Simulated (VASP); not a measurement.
# TiTe (P6_3mc) in VASP: notebook

The runs below take TiTe through single point, with PBEsol+U.

All numbers are computed with VASP 6.6.1; they aren't measurements. Logs are shortened: lines on timing, memory, paths and dates and some standing lists are left out, and cuts for length are marked.

### 1 The cell of the first run

The structure is hexagonal, space group P6_3mc (No. 186). The conventional cell has a = 4.677 Å, b = 4.677 Å, c = 7.660 Å, α = 90.00°, β = 90.00°, γ = 120.00°. Ti (site symmetry 3m) has 4 Te at 2.87 Å within 3.8 Å. Te (site symmetry 3m) has 4 Ti at 2.87 Å within 3.8 Å.

### 2 Single point, PBEsol+U, collinear spin

File INCAR:

```
SYSTEM = TiTe
  PREC = Accurate
  ENCUT = 520
  EDIFF = 1E-7
  ISMEAR = 0
  SIGMA = 0.05
  LREAL = .False.
  LASPH = .True.
  NELM = 150
  ALGO = Normal
  ISIF = 2
  LWAVE = .False.
  LCHARG = .False.
  ISPIN = 2
  MAGMOM = 2 2 0 0
  LORBIT = 11
  LMAXMIX = 4
  LDAU = .True.
  LDAUTYPE = 2
  LDAUL = 2 -1
  LDAUU = 5 0
  LDAUJ = 0 0
  LDAUPRINT = 1
  GGA = PS
  NBANDS = 30
```

File KPOINTS:

```
Automatic mesh
0
Gamma
  5 5 3
  0 0 0
```

File POSCAR:

```
TiTe
1.0
    4.6773305300      0.0000000000      0.0000000000
   -2.3386652600      4.0506870600      0.0000000000
    0.0000000000      0.0000000000      7.6603874800
Ti Te
2 2
Direct
    0.6666666667      0.3333333333      0.0000000000
    0.3333333333      0.6666666667      0.5000000000
    0.6666666667      0.3333333333      0.6252000000
    0.3333333333      0.6666666667      0.1252000000
```

Potentials or basis: VASP PAW PBE potentials, release 64 (Ti_sv, Te).

Command:

```
$ cat potpaw_PBE.64/Ti_sv/POTCAR potpaw_PBE.64/Te/POTCAR > POTCAR
$ mpirun -np 1 vasp_std > vasp.out
```

OUTCAR:

```text
SYSTEM = TiTe
   PREC = Accurate
   ENCUT = 520
   EDIFF = 1E-7
   ISMEAR = 0
   LREAL = .False.
   LASPH = .True.
   NELM = 150
   ISIF = 2
   ISPIN = 2
   LORBIT = 11
   GGA = PS

 ion  position               nearest neighbor table
   1  0.667  0.333  0.000-   4 2.87   4 2.87   4 2.87   3 2.87
   2  0.333  0.667  0.500-   3 2.87   3 2.87   3 2.87   4 2.87
   3  0.667  0.333  0.625-   2 2.87   2 2.87   2 2.87   1 2.87
   4  0.333  0.667  0.125-   1 2.87   1 2.87   1 2.87   2 2.87

  LATTYP: Found a hexagonal cell.
 ALAT       =     4.6773305300
 C/A-ratio  =     1.6377691144

  Lattice vectors:

 A1 = (   4.6773305300,   0.0000000000,   0.0000000000)
 A2 = (  -2.3386652600,   4.0506870600,   0.0000000000)
 A3 = (   0.0000000000,   0.0000000000,   7.6603874800)

Analysis of symmetry for initial positions (statically):
=====================================================================
 Subroutine PRICEL returns:
 Original cell was already a primitive cell.

 Routine SETGRP: Setting up the symmetry group for a
 hexagonal supercell.

 Subroutine GETGRP returns: Found 12 space group operations
 (whereof  6 operations were pure point group operations)
 out of a pool of 24 trial point group operations.

The static configuration has the point symmetry C_3v.
 The point group associated with its full space group is C_6v.

Analysis of symmetry for dynamics (positions and initial velocities):
=====================================================================
 Subroutine PRICEL returns:
 Original cell was already a primitive cell.

 Routine SETGRP: Setting up the symmetry group for a
 hexagonal supercell.

 Subroutine GETGRP returns: Found 12 space group operations
 (whereof  6 operations were pure point group operations)
 out of a pool of 24 trial point group operations.

The dynamic configuration has the point symmetry C_3v.
 The point group associated with its full space group is C_6v.

Analysis of structural, dynamic, and magnetic symmetry:
=====================================================================
 Subroutine PRICEL returns:
 Original cell was already a primitive cell.

 Routine SETGRP: Setting up the symmetry group for a
 hexagonal supercell.

 Subroutine GETGRP returns: Found 12 space group operations
 (whereof  6 operations were pure point group operations)
 out of a pool of 24 trial point group operations.

[... 195 lines left out ...]
  o =  0.0553  v =  0.0000 -0.0000 -1.0000 -0.0000  0.0000  0.0000  0.0000  0.0000  0.0000  0.0000      0.0000  0.0000  0.0000  0.0000  0.0000  0.0000  0.0000  0.0000  0.0000  0.0000
  o =  0.8257  v =  0.3674 -0.6285 -0.0000  0.5279 -0.4374  0.0000  0.0000  0.0000  0.0000  0.0000      0.0000  0.0000  0.0000  0.0000  0.0000  0.0000  0.0000  0.0000  0.0000  0.0000
  o =  0.8257  v = -0.4374 -0.5279  0.0000 -0.6285 -0.3674  0.0000  0.0000  0.0000  0.0000  0.0000      0.0000  0.0000  0.0000  0.0000  0.0000  0.0000  0.0000  0.0000  0.0000  0.0000

 number of electron      35.9999999 magnetization       3.9999489

 Free energy of the ion-electron system (eV)
  ---------------------------------------------------
  ext. energy  EPLUGINS =         0.00000000
  ---------------------------------------------------
  free energy    TOTEN  =       -19.58566692 eV

  energy without entropy =      -19.58566692  energy(sigma->0) =      -19.58566692

 E-fermi :   3.3828     XC(G=0):  -8.2639

 val. band max:        3.1495839270   @ k =   0.4000   0.2000   0.0000
 cond. band min:       5.0235245174   @ k =   0.4000   0.0000   0.0000
 fundamental gap:      1.8739405904
 Fermi energy:         3.3828201825

 spin component 1

 k-point     1 :       0.0000    0.0000    0.0000
  band No.  band energies     occupation
      1     -53.5882      1.00000
      2     -53.5880      1.00000
      3     -29.9901      1.00000
      4     -29.9901      1.00000
      5     -29.9893      1.00000
      6     -29.9893      1.00000
[... 319 lines left out ...]
     29       8.8647      0.00000
     30       9.0731      0.00000
 Fermi energy:         3.3828201825

 spin component 2

 k-point     1 :       0.0000    0.0000    0.0000
  band No.  band energies     occupation
      1     -51.9849      1.00000
      2     -51.9847      1.00000
      3     -28.3934      1.00000
      4     -28.3934      1.00000
      5     -28.3925      1.00000
      6     -28.3925      1.00000
[... 319 lines left out ...]
     29      10.1037      0.00000
     30      10.1301      0.00000

------------------------ aborting loop because EDIFF is reached ----------------------------------------

  FORCE on cell =-STRESS in cart. coord.  units (eV):
  Direction    XX          YY          ZZ          XY          YZ          ZX
  --------------------------------------------------------------------------------------
  -------------------------------------------------------------------------------------
  Total        0.2607681      0.2607681     -0.0618052      0.0000000      0.0000000      0.0000000
  in kB        2.8786410      2.8786410     -0.6822724      0.0000000      0.0000000      0.0000000
  external PRESSURE =       1.6916699 kB  Pullay stress =       0.0000000 kB

 VOLUME and BASIS-vectors are now :
 -----------------------------------------------------------------------------
  energy-cutoff  :      520.00
  volume of cell :      145.14
      direct lattice vectors                 reciprocal lattice vectors
     4.677330530  0.000000000  0.000000000     0.213797163  0.123435850  0.000000000
    -2.338665260  4.050687060  0.000000000     0.000000000  0.246871700  0.000000000
     0.000000000  0.000000000  7.660387480     0.000000000  0.000000000  0.130541699

 POSITION                                       TOTAL-FORCE (eV/Angst)
 -----------------------------------------------------------------------------------
      2.33867      1.35023      0.00000         0.000000     -0.000000      0.052701
      0.00000      2.70046      3.83019        -0.000000      0.000000      0.052701
      2.33867      1.35023      4.78927         0.000000      0.000000     -0.052701
      0.00000      2.70046      0.95908         0.000000     -0.000000     -0.052701
 -----------------------------------------------------------------------------------
    total drift:                                0.000000      0.000000      0.000150

  FREE ENERGIE OF THE ION-ELECTRON SYSTEM (eV)
  ---------------------------------------------------
  free  energy   TOTEN  =       -19.5856669218 eV

  energy  without entropy=      -19.5856669218  energy(sigma->0) =      -19.58566692

 total charge

# of ion       s       p       d       tot
------------------------------------------
    1        2.145   6.040   1.926  10.111
    2        2.145   6.040   1.926  10.111
    3        1.334   2.160   0.015   3.509
    4        1.334   2.160   0.015   3.509
--------------------------------------------------
tot          6.957  16.401   3.882  27.240

 magnetization (x)

# of ion       s       p       d       tot
------------------------------------------
    1        0.022   0.013   1.681   1.716
    2        0.022   0.013   1.681   1.716
    3       -0.006  -0.044   0.010  -0.040
    4       -0.006  -0.044   0.010  -0.040
--------------------------------------------------
tot          0.032  -0.062   3.382   3.352
```

stdout:

```text
POSCAR found type information on POSCAR TiTe
 POSCAR found :  2 types and       4 ions
 scaLAPACK will be used
 -----------------------------------------------------------------------------
|                                                                             |
|                                                                             |
|     You enforced a specific xc type in the INCAR file but a different       |
|     I HOPE YOU KNOW WHAT YOU ARE DOING!                                     |
|                                                                             |
 -----------------------------------------------------------------------------

 LDA part: xc-table for (Slater+PW92), standard interpolation
 POSCAR, INCAR and KPOINTS ok, starting setup
 FFT: planning ... GRIDC
 FFT: planning ... GRID_SOFT
 FFT: planning ... GRID
 WAVECAR not read
 entering main loop
```

Run time: 4.2 min. Hardware: 1 thread of Intel Xeon 8259CL, shared host; peak memory 0.36 GiB.

What came out:

* Free energy: -19.5857 eV
* Pressure: 0.2 GPa
* Largest force: 0.053 eV/Å
* Band gap on the k mesh: 1.87 eV (least direct gap 1.88 eV)
* Net moment: 4.00 μB per cell
* Site moments: Ti +1.72; Te -0.04 μB
* Valence electrons inside the program's atomic spheres: Ti 10.11; Te 3.51

Forces on the atoms (eV/Å):
```
Ti   0.000  0.000  0.053
Ti   0.000  0.000  0.053
Te   0.000  0.000 -0.053
Te   0.000  0.000 -0.053
```

Stress tensor (GPa, compression positive):
```
 0.29  0.00  0.00
 0.00  0.29  0.00
 0.00  0.00 -0.07
```

Eigenvalues of the final occupation matrices:
| site | spin | trace | eigenvalues |
| --- | --- | --- | --- |
| site 1 d | 1 | 1.82 | 0.05 0.05 0.06 0.83 0.83 |
| site 1 d | 2 | 0.12 | 0.01 0.01 0.04 0.04 0.04 |
| site 2 d | 1 | 1.82 | 0.05 0.05 0.06 0.83 0.83 |
| site 2 d | 2 | 0.12 | 0.01 0.01 0.04 0.04 0.04 |

Caveat: the PAW data sets were made with another functional, which shifts forces and pressure a little; spin-orbit coupling is left out, which moves the levels of the heavy elements; the U is typed as a test and isn't derived for this compound. A k mesh can miss the band edges.

### 3 Single point, PBEsol+U, collinear spin

File INCAR:

```
SYSTEM = TiTe
PREC = Accurate ; ENCUT = 520
EDIFF = 1E-6 ; ISMEAR = 0
SIGMA = 0.05 ; LREAL = .False.
LASPH = .True. ; NELM = 150
ALGO = Normal ; ISIF = 2
LWAVE = .False. ; LCHARG = .False.
ISPIN = 2 ; MAGMOM = 1.71 1.71 -0.05 -0.05
LORBIT = 11 ; LMAXMIX = 4
LDAU = .True. ; LDAUTYPE = 2
LDAUL = 2 -1 ; LDAUU = 5 0
LDAUJ = 0 0 ; LDAUPRINT = 1
GGA = PS ; NBANDS = 30
```

KPOINTS is that of step 2.

POSCAR is that of step 2.

Potentials or basis: VASP PAW PBE potentials, release 64 (Ti_sv, Te).

Command:

```
$ cat potpaw_PBE.64/Ti_sv/POTCAR potpaw_PBE.64/Te/POTCAR > POTCAR
$ mpirun -np 1 vasp_std > vasp.out
```

It took 4.5 min on 1 thread of Intel Xeon 8259CL, shared host; peak memory 0.36 GiB.

The run converged. Its results:

* Free energy: -19.5857 eV
* Pressure: 0.2 GPa
* Largest force: 0.053 eV/Å
* Band gap on the k mesh: 1.87 eV (least direct gap 1.88 eV)
* Net moment: 4.00 μB per cell
* Site moments: Ti +1.72; Te -0.04 μB
* Valence electrons inside the program's atomic spheres: Ti 10.11; Te 3.51

Forces on the atoms (eV/Å):
```
Ti   0.000  0.000  0.053
Ti   0.000  0.000  0.053
Te   0.000  0.000 -0.053
Te   0.000  0.000 -0.053
```

Stress tensor (GPa, compression positive):
```
 0.29  0.00  0.00
 0.00  0.29  0.00
 0.00  0.00 -0.07
```

Levels at points of the mesh, in eV from the valence-band top:
Spin up:
```csv
k point,band 16,band 17,band 18,band 19,band 20,band 21,band 22,band 23,band 24,band 25
"(0.00, 0.00, 0.00)",-1.30,-0.92,-0.92,-0.27,-0.27,1.94,2.29,3.63,3.63,4.00
```
Spin down:
```tsv
k point	band 14	band 15	band 16	band 17	band 18	band 19
(0.00, 0.00, 0.00)	-1.13	-1.12	-1.12	2.30	2.96	3.72
```

Eigenvalues of the final occupation matrices:
```tsv
site	spin	trace	eigenvalues
site 1 d	1	1.82	0.05 0.05 0.06 0.83 0.83
site 1 d	2	0.12	0.01 0.01 0.04 0.04 0.04
site 2 d	1	1.82	0.05 0.05 0.06 0.83 0.83
site 2 d	2	0.12	0.01 0.01 0.04 0.04 0.04
```

Caveat: the PAW data sets were made with another functional, which shifts forces and pressure a little; spin-orbit coupling is left out, which moves the levels of the heavy elements; the U is typed as a test and isn't derived for this compound. A k mesh can miss the band edges.

### 4 Single point, PBEsol+U, collinear spin

File INCAR:

```
  PREC = Accurate
  ENCUT = 520
  EDIFF = 1E-6
  ISMEAR = 0
  SIGMA = 0.05
  LREAL = F
  LASPH = T
  NELM = 150
  ALGO = Normal
  ISIF = 2
  LWAVE = F
  LCHARG = F
  ISPIN = 2
  MAGMOM = 1.7 -1.7 0.02 -0.02
  LORBIT = 11
  LMAXMIX = 4
  LDAU = T
  LDAUTYPE = 2
  LDAUL = 2 -1
  LDAUU = 5 0
  LDAUJ = 0 0
  LDAUPRINT = 1
  GGA = PS
  NBANDS = 30
```

File KPOINTS:

```
regular mesh
0
Gamma
  5 5 3
```

POSCAR is that of step 3.

Potentials or basis: VASP PAW PBE potentials, release 64 (Ti_sv, Te).

Command:

```
$ cat potpaw_PBE.64/Ti_sv/POTCAR potpaw_PBE.64/Te/POTCAR > POTCAR
$ mpirun -np 1 vasp_std > vasp.out
```

OUTCAR:

```text
PREC = Accurate
   ENCUT = 520
   EDIFF = 1E-6
   ISMEAR = 0
   LREAL = F
   LASPH = T
   NELM = 150
   ISIF = 2
   ISPIN = 2
   LORBIT = 11
   GGA = PS

 ion  position               nearest neighbor table
   1  0.667  0.333  0.000-   4 2.87   4 2.87   4 2.87   3 2.87
   2  0.333  0.667  0.500-   3 2.87   3 2.87   3 2.87   4 2.87
   3  0.667  0.333  0.625-   2 2.87   2 2.87   2 2.87   1 2.87
   4  0.333  0.667  0.125-   1 2.87   1 2.87   1 2.87   2 2.87

  LATTYP: Found a hexagonal cell.
 ALAT       =     4.6773305300
[... 946 lines left out ...]
  volume of cell :      145.14
      direct lattice vectors                 reciprocal lattice vectors
     4.677330530  0.000000000  0.000000000     0.213797163  0.123435850  0.000000000
    -2.338665260  4.050687060  0.000000000     0.000000000  0.246871700  0.000000000
     0.000000000  0.000000000  7.660387480     0.000000000  0.000000000  0.130541699

 POSITION                                       TOTAL-FORCE (eV/Angst)
 -----------------------------------------------------------------------------------
      2.33867      1.35023      0.00000        -0.000000      0.000000      0.057613
      0.00000      2.70046      3.83019         0.000000      0.000000      0.057613
      2.33867      1.35023      4.78927         0.000000     -0.000000     -0.057613
      0.00000      2.70046      0.95908         0.000000     -0.000000     -0.057613
 -----------------------------------------------------------------------------------
    total drift:                                0.000000      0.000000      0.000178

  FREE ENERGIE OF THE ION-ELECTRON SYSTEM (eV)
  ---------------------------------------------------
  free  energy   TOTEN  =       -19.5637811862 eV

  energy  without entropy=      -19.5637811862  energy(sigma->0) =      -19.56378119

 total charge

# of ion       s       p       d       tot
------------------------------------------
    1        2.145   6.040   1.925  10.110
    2        2.145   6.040   1.925  10.110
    3        1.334   2.161   0.015   3.510
    4        1.334   2.161   0.015   3.510
--------------------------------------------------
tot          6.956  16.402   3.881  27.240

 magnetization (x)

# of ion       s       p       d       tot
------------------------------------------
    1        0.018   0.011   1.670   1.700
    2       -0.018  -0.011  -1.670  -1.700
    3        0.003   0.024  -0.005   0.022
    4       -0.003  -0.024   0.005  -0.022
--------------------------------------------------
tot          0.000   0.000   0.000   0.000
```

It took 4.3 min on 1 thread of Intel Xeon 8259CL, shared host; peak memory 0.35 GiB.

Results:

| Quantity | Value |
| --- | --- |
| Free energy | -19.5638 eV |
| Pressure | 0.2 GPa |
| Largest force | 0.058 eV/Å |
| Band gap on the k mesh | 2.17 eV |
| Net moment | 0.00 μB per cell |
| Site moments | Ti +1.70, -1.70; Te +0.02, -0.02 μB |
| Valence electrons inside the program's atomic spheres | Ti 10.11; Te 3.51 |

Forces in eV/Å, atoms in the order of the input:
```
Ti   0.000  0.000  0.058
Ti   0.000  0.000  0.058
Te   0.000  0.000 -0.058
Te   0.000  0.000 -0.058
```

Stress tensor (GPa, compression positive):
```
 0.33  0.00  0.00
 0.00  0.33  0.00
 0.00  0.00 -0.01
```

Levels at points of the mesh, in eV from the valence-band top:
Spin up:
```csv
k point,band 15,band 16,band 17,band 18,band 19,band 20,band 21,band 22
"(0.00, 0.00, 0.00)",-1.01,-1.01,-0.33,-0.33,2.26,2.81,3.97,3.97
```
Spin down:
| k point | band 16 | band 17 | band 18 | band 19 | band 20 | band 21 |
| --- | --- | --- | --- | --- | --- | --- |
| (0.00, 0.00, 0.00) | -1.01 | -0.33 | -0.33 | 2.26 | 2.81 | 3.97 |

Eigenvalues of the final occupation matrices:
| site | spin | trace | eigenvalues |
| --- | --- | --- | --- |
| site 1 d | 1 | 1.81 | 0.05 0.05 0.05 0.83 0.83 |
| site 1 d | 2 | 0.13 | 0.01 0.01 0.04 0.04 0.04 |
| site 2 d | 1 | 0.13 | 0.01 0.01 0.04 0.04 0.04 |
| site 2 d | 2 | 1.81 | 0.05 0.05 0.05 0.83 0.83 |

Caveat: the PAW data sets were made with another functional, which shifts forces and pressure a little; spin-orbit coupling is left out, which moves the levels of the heavy elements; the U is typed as a test and isn't derived for this compound. A k mesh can miss the band edges.

### 5 Single point, PBEsol+U, collinear spin

File INCAR:

```
ALGO = Normal
EDIFF = 1E-6
ENCUT = 520
GGA = PS
ISIF = 2
ISMEAR = 0
ISPIN = 2
LASPH = True
LCHARG = True
LDAU = True
LDAUJ = 0 0
LDAUL = 2 -1
LDAUPRINT = 1
LDAUTYPE = 2
LDAUU = 5 0
LELF = True
LMAXMIX = 4
LORBIT = 11
LREAL = False
LVHAR = True
LWAVE = False
MAGMOM = 1.87 -1.87 0.03 -0.03
NBANDS = 30
NELM = 150
PREC = Accurate
SIGMA = 0.05
```

File KPOINTS:

```
k-points
0
Gamma
  5 5 3
```

POSCAR is that of step 4.

Command:

```
$ cat potpaw_PBE.64/Ti_sv/POTCAR potpaw_PBE.64/Te/POTCAR > POTCAR
$ mpirun -np 1 vasp_std > vasp.out
```

Wall time 4.1 min (1 thread of Intel Xeon 8259CL, shared host); peak memory 0.35 GiB.

Results (log left out):

```yaml
Free_energy: -19.5638 eV
Pressure: 0.2 GPa
Largest_force: 0.058 eV/Å
Band_gap_on_the_k_mesh: 2.17 eV
Net_moment: 0.00 μB per cell
Site_moments: Ti +1.70, -1.70; Te +0.02, -0.02 μB
Valence_electrons_inside_the_program's_atomic_spheres: Ti 10.11; Te 3.51
```

Forces in eV/Å, atoms in the order of the input:
```
Ti   0.000  0.000  0.058
Ti   0.000  0.000  0.058
Te   0.000  0.000 -0.058
Te   0.000  0.000 -0.058
```

Stress tensor (GPa, compression positive):
```
0.33 0.00 0.00
0.00 0.33 0.00
0.00 0.00 0.00
```

Levels at points of the mesh, in eV from the valence-band top:
Spin up:
| k point | band 14 | band 15 | band 16 | band 17 | band 18 | band 19 | band 20 | band 21 | band 22 | band 23 |
| --- | --- | --- | --- | --- | --- | --- | --- | --- | --- | --- |
| (0.00, 0.00, 0.00) | -1.04 | -1.01 | -1.01 | -0.33 | -0.33 | 2.26 | 2.81 | 3.97 | 3.97 | 4.41 |
Spin down:
| k point | band 16 | band 17 | band 18 | band 19 | band 20 | band 21 |
| --- | --- | --- | --- | --- | --- | --- |
| (0.00, 0.00, 0.00) | -1.01 | -0.33 | -0.33 | 2.26 | 2.81 | 3.97 |

Eigenvalues of the final occupation matrices:
| site | spin | trace | eigenvalues |
| --- | --- | --- | --- |
| site 1 d | 1 | 1.81 | 0.05 0.05 0.05 0.83 0.83 |
| site 1 d | 2 | 0.13 | 0.01 0.01 0.04 0.04 0.04 |
| site 2 d | 1 | 0.13 | 0.01 0.01 0.04 0.04 0.04 |
| site 2 d | 2 | 1.81 | 0.05 0.05 0.05 0.83 0.83 |

Caveat: the PAW data sets were made with another functional, which shifts forces and pressure a little; spin-orbit coupling is left out, which moves the levels of the heavy elements; the U is typed as a test and isn't derived for this compound. A k mesh can miss the band edges.
